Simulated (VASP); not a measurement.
Here is a VASP 6.6.1 calculation.

File INCAR:

```
SYSTEM = ZrH2
PREC     = Accurate       ! precision mode
ENCUT    = 600            ! plane-wave cutoff, eV
EDIFF    = 1E-6           ! SCF threshold, eV
ISMEAR   = 0              ! smearing method
SIGMA    = 0.02           ! smearing width, eV
LREAL    = .FALSE.        ! projectors in reciprocal space
LASPH    = .TRUE.         ! aspherical terms in the spheres
NELM     = 80             ! most SCF steps
ALGO     = Normal         ! electronic algorithm
ISIF     = 3              ! what is computed and relaxed
LWAVE    = .FALSE.        ! write WAVECAR
LCHARG   = .FALSE.        ! write CHGCAR
IBRION   = 2              ! ionic algorithm
NSW      = 80             ! ionic steps
EDIFFG   = -0.01          ! ionic threshold
PSTRESS  = 400.0
```

File KPOINTS:

```
Automatic mesh
0
G
  5 5 5
  0 0 0
```

Contents of POSCAR:

```
ZrH2
1.0
    3.4071590000      0.0000000000      0.0000000000
    1.7035795000      2.9506862487      0.0000000000
    1.7035795000      0.9835620829      2.7819336742
Zr H
1 2
Direct
    0.0000000000      0.0000000000      0.0000000000
    0.7500000000      0.7500000000      0.7500000000
    0.2500000000      0.2500000000      0.2500000000
```

Potentials or basis: VASP PAW LDA potentials, release 64 (Zr_sv, H).

Run with:

```console
$ cat potpaw_LDA.64/Zr_sv/POTCAR potpaw_LDA.64/H/POTCAR > POTCAR
$ mpirun -np 1 vasp_std > vasp.out
```

Question: Estimate the space group after relaxing (to 0.05 Å).

Answer: Fm-3m (No. 225).

Question: Estimate the relaxed cell.

Answer: a = 3.149 Å, b = 3.149 Å, c = 3.149 Å, α = 60.00°, β = 60.00°, γ = 60.00°.

Final structure:
```yaml
crystal:
  lattice:
    - [3.14917, 0.00000, 0.00000]
    - [1.57459, 2.72726, 0.00000]
    - [1.57459, 0.90909, 2.57129]
  atoms:
    - { symbol: Zr, position: [0.00000, 0.00000, 0.00000] }
    - { symbol: H, position: [0.75000, 0.75000, 0.75000] }
    - { symbol: H, position: [0.25000, 0.25000, 0.25000] }
```

Caveat: the k points lie up to 0.49 Å⁻¹ apart in the final cell; the cell is relaxed towards a set pressure, so the enthalpy falls and the energy may rise.
